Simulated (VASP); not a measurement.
# CuO: single point with PBE+U

CuO:

```
Cu O
1.0
     2.32450   -1.71910    0.00000
     2.32450    1.71910    0.00000
    -0.77922    0.00000    5.12814
Cu O
2 2
Direct
  0.00000 0.50000 0.00000
  0.50000 0.00000 0.50000
  0.58300 0.41700 0.25000
  0.41700 0.58300 0.75000
```

```yaml
Program: VASP 6.6.1
Task: single point
Functional: PBE
Potentials_or_basis: VASP PAW PBE potentials, release 64 (Cu, O)
Cutoff: 520 eV
k_mesh: 7 × 7 × 4
Occupations: fermi-dirac, width 0.1 eV
Spin: collinear spin
Starting_moments: "[1.0, -1.0, 0.0, 0.0] μB"
Hubbard_terms: Cu d U = 4.0 eV
```

| Property | Result |
| --- | --- |
| Pressure | 2.2 GPa |
| Largest force | 0.224 eV/Å |
| Band gap on the k mesh | 0.56 eV (least direct gap 0.85 eV) |
| Net moment | 0.00 μB per cell |
| Site moments | Cu +0.57, -0.57; O +0.00 μB |
| Valence electrons inside the program's atomic spheres | Cu 9.91; O 4.98 |

Forces on the atoms (eV/Å):
```
Cu   0.000  0.000  0.000
Cu   0.000  0.000  0.000
O    0.000  0.224  0.000
O    0.000 -0.224  0.000
```

Stress tensor (GPa, compression positive):
```
 3.34  0.00 -1.18
 0.00  3.06  0.00
-1.18  0.00  0.21
```

Levels at points of the mesh, in eV from the valence-band top:
Spin up:
```tsv
k point	band 13	band 14	band 15	band 16	band 17	band 18	band 19	band 20	band 21	band 22
(0.00, 0.00, 0.00)	-2.68	-2.32	-2.14	-1.96	0.00	1.83	2.00	6.71	8.47	14.02
(0.00, 0.00, 0.50)	-3.07	-2.91	-1.51	-1.45	-0.34	1.57	4.30	4.39	11.97	11.99
```
Spin down:
| k point | band 14 | band 15 | band 16 | band 17 | band 18 | band 19 | band 20 | band 21 |
| --- | --- | --- | --- | --- | --- | --- | --- | --- |
| (0.00, 0.00, 0.00) | -2.32 | -2.14 | -1.96 | 0.00 | 1.83 | 2.00 | 6.71 | 8.47 |
| (0.00, 0.00, 0.50) | -2.91 | -1.51 | -1.45 | -0.34 | 1.57 | 4.30 | 4.39 | 11.97 |

Eigenvalues of the final occupation matrices:
| site | spin | trace | eigenvalues |
| --- | --- | --- | --- |
| site 1 d | 1 | 4.88 | 0.95 0.97 0.97 0.98 1.01 |
| site 1 d | 2 | 4.30 | 0.42 0.95 0.97 0.97 0.98 |
| site 2 d | 1 | 4.30 | 0.42 0.95 0.97 0.97 0.98 |
| site 2 d | 2 | 4.88 | 0.95 0.97 0.97 0.98 1.01 |

Run time: 2.7 min on 1 thread of Intel Xeon 8259CL, with other jobs on the host, peak memory 0.24 GiB.

Caveat: an odd mesh through Γ misses points on the zone boundary, where band edges can lie.
